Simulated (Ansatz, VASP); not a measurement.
# Mo: VASP beside Ansatz

```xyz
1
Lattice="2.7076 0.0000 0.0000 -1.3538 2.3448 0.0000 0.0000 0.0000 2.4579" Properties=species:S:1:pos:R:3 pbc="T T T"
Mo    0.0000    0.0000    1.2289
```

Change from the starting cell: strain -0.015 along x and y, -0.030 along z, atoms carried along.

Alike in both runs: task single point; functional r2SCAN; k mesh 24 × 24 × 24; occupations gaussian, width 0.15 eV; no spin polarisation.

|  | VASP | Ansatz |
| --- | --- | --- |
| version | VASP 6.6.1 | Ansatz 0.2.0 |
| potentials or method | VASP PAW PBE potentials, release 64 (Mo_sv), cutoff 520 eV | scalar-relativistic, plane waves, PAW |
| valence electrons in the cell | 14 | 14 |

```csv
,VASP,Ansatz,Ansatz less VASP
gap on the k mesh at the Fermi level (eV),none,none,-
pressure (GPa),16.0,14.6,-1.41
"traceless stress, the component that is largest in VASP (GPa)",1.94,1.50,-0.438
```

VASP's potentials were made for PBE, not for r2SCAN. A gap of «none» marks a metal or a gap that the smearing closes. With one functional, cell and mesh, what is left measures potentials, basis and numerics.
